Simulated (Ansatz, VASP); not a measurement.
## TiAl3 in VASP and in Ansatz

```
Ti Al
1.0
     3.98065    0.00000    0.00000
     0.00000    3.98065    0.00000
     0.00000    0.00000    3.98065
Ti Al
1 3
Direct
  0.00000 0.00000 0.00000
  0.50000 0.00000 0.50000
  0.00000 0.50000 0.50000
  0.50000 0.50000 0.00000
```

Change from the starting cell: species swapped into the ErGa3 type (Pm-3m, No. 221).

Alike in both runs: functional PBE; k mesh 4 × 4 × 4; occupations gaussian, width 0.1 eV; no spin polarisation.

Ansatz relaxed the structure, and its values are those at the end. VASP's run is a single point on that final structure, the one shown.

|  | VASP | Ansatz |
| --- | --- | --- |
| version | VASP 6.6.1 | Ansatz 0.2.0 |
| potentials or method | VASP PAW PBE potentials, release 64 (Ti_sv, Al), cutoff 520 eV | scalar-relativistic, plane waves, PAW |
| valence electrons in the cell | 21 | 21 |

```csv
,VASP,Ansatz,Ansatz less VASP
gap on the k mesh at the Fermi level (eV),none,none,-
pressure (GPa),0.0,0.0,0.00
```

A gap of «none» marks a metal or a gap that the smearing closes.

The k mesh is coarse, so the values compare programs but aren't converged.
